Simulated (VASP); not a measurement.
Wanted: the native input for a VASP 6.6.1 run.

* Task: electric field gradients
* Functional: LDA
* Potentials or basis: VASP PAW LDA potentials, release 64 (Zr_sv)
* Cutoff: 520 eV
* k mesh: 13 × 13 × 13
* Occupations: fermi-dirac, width 0.05 eV
* Spin: no spin polarisation
* Dipole correction: no
* Further INCAR settings: ALGO = Normal; EDIFF = 1e-08; NBANDS = 12

The structure of Zr lies in POSCAR:

```
Zr
1.0
   -1.7908472709      1.7908472709      1.7908472709
    1.7908472709     -1.7908472709      1.7908472709
    1.7908472709      1.7908472709     -1.7908472709
Zr
1
Direct
    0.0000000000      0.0000000000      0.0000000000
```

One way to write it, as run:

INCAR

```
PREC     = Accurate       # precision mode
ENCUT    = 520            # plane-wave cutoff, eV
EDIFF    = 1E-8           # SCF threshold, eV
ISMEAR   = -1             # smearing method
SIGMA    = 0.05           # smearing width, eV
LREAL    = F              # projectors in reciprocal space
LASPH    = T              # aspherical terms in the spheres
NELM     = 100            # most SCF steps
ALGO     = Normal         # electronic algorithm
ISIF     = 2              # what is computed and relaxed
LWAVE    = F              # write WAVECAR
LCHARG   = F              # write CHGCAR
LEFG     = T            
NBANDS   = 12             # bands
```

KPOINTS

```
regular mesh
0
Gamma
  13 13 13
```

Potentials or basis: VASP PAW LDA potentials, release 64 (Zr_sv).

Run with:

```console
$ cat potpaw_LDA.64/Zr_sv/POTCAR > POTCAR
$ mpirun -np 1 vasp_std > vasp.out
```

It gave:

```yaml
Pressure: -7.3 GPa
Band_gap_on_the_k_mesh: zero (band 6 reaches 9.75 eV, above the bottom of band 7 at 8.05 eV)
```

Caveat: without QUAD_EFG the Cq values of the log hold for a quadrupole moment of 1 mb, not for the nuclei.

It took 5.6 s on 1 thread of Intel(R) Xeon(R) 6975P-C (Granite Rapids), on a shared host, peak memory 0.13 GiB.
